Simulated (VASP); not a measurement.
# Cd3HgTe4 (P-4m2) in VASP: single point with PBE

Aim: the single point of Cd3HgTe4 with PBE.

All numbers are computed with VASP 6.6.1; they aren't measurements. Logs are shortened: lines on timing, memory, paths and dates and some standing lists are left out, and cuts for length are marked.

### Step 1. The cell of the first run

It takes space group P-4m2 (No. 115, tetragonal). The conventional cell has a = 4.687 Å, b = 4.687 Å, c = 13.243 Å, α = 90.00°, β = 90.00°, γ = 90.00°. Cd (site symmetry -4m2) has 4 Te at 2.87 Å within 3.8 Å. Within 3.8 Å of Cd (site symmetry 2mm) lie 4 Te at 2.87 Å. Hg (site symmetry -4m2) has 4 Te at 2.88 Å within 3.8 Å. Te (site symmetry 2mm) has 4 Cd at 2.87 Å within 3.8 Å. Within 3.8 Å of Te (site symmetry 2mm) lie 2 Cd at 2.87 Å and 2 Hg at 2.88 Å.

### Step 2. Single point, PBE

Input file INCAR:

```
ALGO = Normal
EDIFF = 1E-6
ENCUT = 520
GGA = PE
ISIF = 2
ISMEAR = 0
LASPH = True
LCHARG = True
LELF = True
LREAL = False
LVHAR = True
LWAVE = False
NBANDS = 46
NELM = 80
PREC = Accurate
SIGMA = 0.01
```

Input file KPOINTS:

```
k-points
0
Gamma
  8 8 4
```

Input file POSCAR:

```
Cd3HgTe4
1.0
    4.6873536753      0.0000000000      0.0000000000
    0.0000000000      4.6873536753      0.0000000000
    0.0000000000      0.0000000000     13.2426446599
Cd Hg Te
3 1 4
Direct
    0.0000000000      0.0000000000      0.0000000000
    0.5000000000      0.5000000000      0.2495205687
    0.5000000000      0.5000000000      0.7504794313
    0.0000000000      0.0000000000      0.5000000000
    0.5000000000      0.0000000000      0.1247225012
    0.0000000000      0.5000000000      0.3739644968
    0.5000000000      0.0000000000      0.6260355032
    0.0000000000      0.5000000000      0.8752774988
```

Potentials or basis: VASP PAW PBE potentials, release 64 (Cd, Hg, Te).

Launch:

```bash
cat potpaw_PBE.64/Cd/POTCAR potpaw_PBE.64/Hg/POTCAR potpaw_PBE.64/Te/POTCAR > POTCAR
mpirun -np 1 vasp_std > vasp.out
```

OUTCAR:

```text
EDIFF = 1E-6
   ENCUT = 520
   GGA = PE
   ISIF = 2
   ISMEAR = 0
   LASPH = True
   LREAL = False
   NELM = 80
   PREC = Accurate

 ion  position               nearest neighbor table
   1  0.000  0.000  0.000-   5 2.87   8 2.87   8 2.87   5 2.87
   2  0.500  0.500  0.250-   6 2.87   6 2.87   5 2.87   5 2.87
   3  0.500  0.500  0.750-   7 2.87   7 2.87   8 2.87   8 2.87
   4  0.000  0.000  0.500-   6 2.88   7 2.88   6 2.88   7 2.88
   5  0.500  0.000  0.125-   1 2.87   1 2.87   2 2.87   2 2.87
   6  0.000  0.500  0.374-   2 2.87   2 2.87   4 2.88   4 2.88
   7  0.500  0.000  0.626-   3 2.87   3 2.87   4 2.88   4 2.88
   8  0.000  0.500  0.875-   1 2.87   1 2.87   3 2.87   3 2.87

  LATTYP: Found a simple tetragonal cell.
 ALAT       =     4.6873536753
 C/A-ratio  =     2.8251857183

  Lattice vectors:

 A1 = (   4.6873536753,   0.0000000000,   0.0000000000)
 A2 = (   0.0000000000,   4.6873536753,   0.0000000000)
 A3 = (   0.0000000000,   0.0000000000,  13.2426446599)

Analysis of symmetry for initial positions (statically):
=====================================================================
 Subroutine PRICEL returns:
 Original cell was already a primitive cell.

 Routine SETGRP: Setting up the symmetry group for a
 simple tetragonal supercell.

 Subroutine GETGRP returns: Found  8 space group operations
 (whereof  8 operations were pure point group operations)
 out of a pool of 16 trial point group operations.

The static configuration has the point symmetry D_2d.

Analysis of symmetry for dynamics (positions and initial velocities):
=====================================================================
 Subroutine PRICEL returns:
 Original cell was already a primitive cell.

 Routine SETGRP: Setting up the symmetry group for a
 simple tetragonal supercell.

 Subroutine GETGRP returns: Found  8 space group operations
 (whereof  8 operations were pure point group operations)
 out of a pool of 16 trial point group operations.

The dynamic configuration has the point symmetry D_2d.

 Subroutine INISYM returns: Found  8 space group operations
 (whereof  8 operations are pure point group operations),
 and found     1 'primitive' translations

----------------------------------------------------------------------------------------

                                     Primitive cell

  volume of cell :     290.9579

  direct lattice vectors                    reciprocal lattice vectors
     4.687353675  0.000000000  0.000000000     0.213339993  0.000000000  0.000000000
     0.000000000  4.687353675  0.000000000     0.000000000  0.213339993  0.000000000
     0.000000000  0.000000000 13.242644660     0.000000000  0.000000000  0.075513617

  length of vectors
     4.687353675  4.687353675 13.242644660     0.213339993  0.213339993  0.075513617

  position of ions in fractional coordinates (direct lattice)
     0.000000000  0.000000000  0.000000000
     0.500000000  0.500000000  0.249520569
     0.500000000  0.500000000  0.750479431
     0.000000000  0.000000000  0.500000000
     0.500000000  0.000000000  0.124722501
     0.000000000  0.500000000  0.373964497
     0.500000000  0.000000000  0.626035503
     0.000000000  0.500000000  0.875277499

  ion indices of the primitive-cell ions
   primitive index   ion index
                 1           1
                 2           2
                 3           3
                 4           4
                 5           5
                 6           6
                 7           7
                 8           8

----------------------------------------------------------------------------------------

 KPOINTS: k-points

Automatic generation of k-mesh.
 Grid dimensions read from file:
 generate k-points for:    8    8    4

 Generating k-lattice:

  Cartesian coordinates                     Fractional coordinates (reciprocal lattice)
     0.026667499  0.000000000  0.000000000     0.125000000  0.000000000  0.000000000
     0.000000000  0.026667499  0.000000000     0.000000000  0.125000000  0.000000000
     0.000000000  0.000000000  0.018878404     0.000000000  0.000000000  0.250000000

  Length of vectors
     0.026667499  0.026667499  0.018878404

  Shift w.r.t. Gamma in fractional coordinates (k-lattice)
     0.000000000  0.000000000  0.000000000

 Subroutine IBZKPT returns following result:
 ===========================================

 Found     45 irreducible k-points:

 Following reciprocal coordinates:
            Coordinates               Weight
  0.000000  0.000000  0.000000      1.000000
  0.125000  0.000000  0.000000      4.000000
  0.250000  0.000000  0.000000      4.000000
  0.375000  0.000000  0.000000      4.000000
  0.500000  0.000000  0.000000      2.000000
  0.125000  0.125000  0.000000      4.000000
[... 16 lines left out ...]
  0.375000  0.125000  0.250000     16.000000
  0.500000  0.125000  0.250000      8.000000
 [... further k-points ...]
   k-points           NKPTS =     45   k-points in BZ     NKDIM =     45   number of bands    NBANDS=     46
   number of dos      NEDOS =    301   number of ions     NIONS =      8
   total plane-waves  NPLWV = 127008
   dimension x,y,z NGX =    36 NGY =   36 NGZ =   98
   dimension x,y,z NGXF=    72 NGYF=   72 NGZF=  196
   ions per type =               3   1   4
   NGX,Y,Z   is equivalent  to a cutoff of  12.77, 12.77, 12.30 a.u.
   NGXF,Y,Z  is equivalent  to a cutoff of  25.54, 25.54, 24.61 a.u.
 SYSTEM =  unknown system
   PREC   = accura    normal or accurate (medium, high low for compatibility)
   ISTART =      0    job   : 0-new  1-cont  2-samecut
   ICHARG =      2    charge: 1-file 2-atom 10-const
   ISPIN  =      1    spin polarized calculation?
   LNONCOLLINEAR =      F non collinear calculations
   LSORBIT =      F    spin-orbit coupling
   LASPH  =      T    aspherical Exc in radial PAW
   ENCUT  =  520.0 eV  38.22 Ry    6.18 a.u.   8.72  8.72 24.62*2*pi/ulx,y,z
   NELM   =     80;   NELMIN=  2; NELMDL= -5     # of ELM steps
   EDIFF  = 0.1E-05   stopping-criterion for ELM
   LREAL  =      F    real-space projection
   EDIFFG = 0.1E-04   stopping-criterion for IOM
   NSW    =      0    number of steps for IOM
   IBRION =     -1    ionic relax: 0-MD 1-quasi-New 2-CG
   NFREE  =      0    steps in history (QN), initial steepest desc. (CG)
   ISIF   =      2    stress and relaxation
   ISYM   =      2    0-nonsym 1-usesym 2-fastsym
   POTIM  = 0.5000    time-step for ionic-motion
   TEBEG  =    0.0;   TEEND  =   0.0 temperature during run
   PSTRESS=    0.0 pullay stress
   NELECT =      72.0000    total number of electrons
   NUPDOWN=      -1.0000    fix difference up-down
   EMIN   =  10.00;   EMAX   =-10.00  energy-range for DOS
   EFERMI =   0.00;   METHOD = LEGACY
   ISMEAR =     0;   SIGMA  =   0.01  broadening in eV -4-tet -1-fermi 0-gaus
   EFERMI_NEDOS =   21; number of points for ismear=-14 and -15
   IALGO  =     38    algorithm
   IMIX   =      4    mixing-type and parameters
     AMIX     =   0.40;   BMIX     =  1.00
     AMIX_MAG =   1.60;   BMIX_MAG =  1.00
  volume/ion in A,a.u.               =      36.37       245.44
  Fermi-wavevector in a.u.,A,eV,Ry     =   1.027801  1.942262 14.372847  1.056374
  Thomas-Fermi vector in A             =   2.161764
   LORBIT       =      0    0 simple, 1 ext, 2 COOP (PROOUT), +10 PAW based schemes
   GGA     = PE    functional components
   LHFCALC =     F    Hartree Fock is set to
   AEXX    =    0.0000 exact exchange contribution
   IVDW    =     0    specifies the selected vdW correction
   LEPSILON=     F    determine dielectric tensor
   LRPA    =     F    only Hartree local field effects (RPA)
 non-spin polarized calculation
 Gauss-broadening in eV      SIGMA  =   0.01
  energy-cutoff  :      520.00
  volume of cell :      290.96
 maximum number of plane-waves:      7881
 NGX is ok and might be reduce to    36
   NGX = 17   NGY = 17   NGZ = 49

 number of electron      71.9999991 magnetization

 Free energy of the ion-electron system (eV)
  ---------------------------------------------------
  ext. energy  EPLUGINS =         0.00000000
  ---------------------------------------------------
  free energy    TOTEN  =       -18.07031602 eV

  energy without entropy =      -18.07031602  energy(sigma->0) =      -18.07031602

 E-fermi :   1.9649     XC(G=0):  -8.3216

 val. band max:        1.9201717852   @ k =   0.0000   0.0000   0.0000
 cond. band min:       2.0981505896   @ k =   0.0000   0.0000   0.0000
 fundamental gap:      0.1779788045
 Fermi energy:         1.9649339171

 k-point     1 :       0.0000    0.0000    0.0000
  band No.  band energies     occupation
      1      -9.0880      2.00000
      2      -8.8344      2.00000
      3      -8.8018      2.00000
      4      -8.5797      2.00000
      5      -6.2528      2.00000
      6      -6.2528      2.00000
[... 38 lines left out ...]
     45       6.4794      0.00000
     46       6.4807      0.00000

 k-point     2 :       0.1250    0.0000    0.0000
  band No.  band energies     occupation
      1      -9.0510      2.00000
      2      -8.8150      2.00000
      3      -8.7848      2.00000
      4      -8.5807      2.00000
      5      -6.2492      2.00000
      6      -6.2364      2.00000
[... 38 lines left out ...]
     45       6.5577      0.00000
     46       6.7444      0.00000

 k-point     3 :       0.2500    0.0000    0.0000
  band No.  band energies     occupation
      1      -8.9528      2.00000
      2      -8.7679      2.00000
      3      -8.7437      2.00000
      4      -8.5901      2.00000
      5      -6.2394      2.00000
      6      -6.2265      2.00000
[... 1018 lines left out ...]
     45       7.3617      0.00000
     46       7.4595      0.00000

 k-point    24 :       0.5000    0.1250    0.2500
  band No.  band energies     occupation
      1      -8.7272      2.00000
      2      -8.6786      2.00000
      3      -8.6624      2.00000
      4      -8.6622      2.00000
      5      -6.2078      2.00000
      6      -6.2017      2.00000
[... 38 lines left out ...]
     45       7.2880      0.00000
     46       7.3082      0.00000

 [... further k-points ...]

------------------------ aborting loop because EDIFF is reached ----------------------------------------

  FORCE on cell =-STRESS in cart. coord.  units (eV):
  Direction    XX          YY          ZZ          XY          YZ          ZX
  --------------------------------------------------------------------------------------
  -------------------------------------------------------------------------------------
  Total        0.1682908      0.1682908      0.1597864      0.0000000      0.0000000      0.0000000
  in kB        0.9267034      0.9267034      0.8798734      0.0000000      0.0000000      0.0000000
  external PRESSURE =       0.9110934 kB  Pullay stress =       0.0000000 kB

 VOLUME and BASIS-vectors are now :
 -----------------------------------------------------------------------------
  energy-cutoff  :      520.00
  volume of cell :      290.96
      direct lattice vectors                 reciprocal lattice vectors
     4.687353675  0.000000000  0.000000000     0.213339993  0.000000000  0.000000000
     0.000000000  4.687353675  0.000000000     0.000000000  0.213339993  0.000000000
     0.000000000  0.000000000 13.242644660     0.000000000  0.000000000  0.075513617

 POSITION                                       TOTAL-FORCE (eV/Angst)
 -----------------------------------------------------------------------------------
      0.00000      0.00000      0.00000         0.000000     -0.000000      0.000000
      2.34368      2.34368      3.30431         0.000000      0.000000     -0.001389
      2.34368      2.34368      9.93833         0.000000     -0.000000      0.001389
      0.00000      0.00000      6.62132        -0.000000     -0.000000      0.000000
      2.34368      0.00000      1.65166         0.000000     -0.000000      0.000776
      0.00000      2.34368      4.95228        -0.000000     -0.000000      0.001427
      2.34368      0.00000      8.29037         0.000000     -0.000000     -0.001427
      0.00000      2.34368     11.59099        -0.000000     -0.000000     -0.000776
 -----------------------------------------------------------------------------------
    total drift:                                0.000000      0.000000      0.000000

  FREE ENERGIE OF THE ION-ELECTRON SYSTEM (eV)
  ---------------------------------------------------
  free  energy   TOTEN  =       -18.0703160238 eV

  energy  without entropy=      -18.0703160238  energy(sigma->0) =      -18.07031602
```

It took 5.7 min on 1 thread of Intel Xeon 6975P-C (Granite Rapids), shared host; peak memory 0.69 GiB.

What came out:

```
Free energy            : -18.0703 eV
Pressure               : 0.1 GPa
Band gap on the k mesh : 0.18 eV
```

Levels at points of the mesh, in eV from the valence-band top:
| k point | band 33 | band 34 | band 35 | band 36 | band 37 | band 38 | band 39 | band 40 |
| --- | --- | --- | --- | --- | --- | --- | --- | --- |
| (0.00, 0.00, 0.00) | -0.96 | -0.01 | 0.00 | 0.00 | 0.18 | 2.29 | 2.60 | 2.67 |
| (0.50, 0.00, 0.00) | -0.78 | -0.76 | -0.70 | -0.59 | 1.21 | 1.68 | 2.67 | 2.89 |
| (0.50, 0.50, 0.00) | -1.77 | -1.74 | -1.74 | -1.71 | 2.18 | 2.68 | 2.72 | 2.72 |
| (0.00, 0.00, 0.50) | -0.44 | -0.44 | -0.26 | -0.26 | 1.36 | 1.76 | 2.46 | 2.61 |
| (0.50, 0.00, 0.50) | -0.82 | -0.81 | -0.78 | -0.59 | 1.66 | 2.29 | 2.30 | 2.33 |
| (0.50, 0.50, 0.50) | -1.90 | -1.89 | -1.87 | -1.87 | 2.50 | 3.14 | 3.15 | 3.28 |

Caveat: spin-orbit coupling is left out, which moves the levels of the heavy elements.
